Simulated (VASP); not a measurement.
# K: single point with PBE

Crystal: K.

```
K
1.0
     0.00000    3.28909    3.28909
     3.28909    0.00000    3.28909
     3.28909    3.28909    0.00000
K
1
Direct
  0.00000 0.00000 0.00000
```

This isn't the form of K at room conditions, which is bcc.

```json
{"Program": "VASP 6.6.1", "Task": "single point", "Functional": "PBE", "Potentials or basis": "VASP PAW PBE potentials, release 64 (K_sv)", "Cutoff": "520 eV", "k mesh": "9 × 9 × 9", "Occupations": "fermi-dirac, width 0.1 eV", "Spin": "no spin polarisation", "Dipole correction": "no", "Further INCAR settings": "ALGO = Normal; EDIFF = 1e-06; NBANDS = 10"}
```

| Property | Result |
| --- | --- |
| Pressure | 0.1 GPa |
| Band gap on the k mesh | zero (an odd number of electrons rules out a gap without spin polarisation) |

Levels at points of the mesh, in eV from the Fermi level:
```csv
k point,band 2,band 3,band 4,band 5,band 6,band 7,band 8,band 9
"(0.00, 0.00, 0.00)",-15.58,-15.58,-15.58,-2.23,4.22,4.22,4.22,5.49
```

Wall time 32 s on 1 thread of Intel(R) Xeon(R) Platinum 8259CL CPU @ 2.50GHz (Skylake/Cascade Lake), on a shared host, peak memory 0.2 GiB.
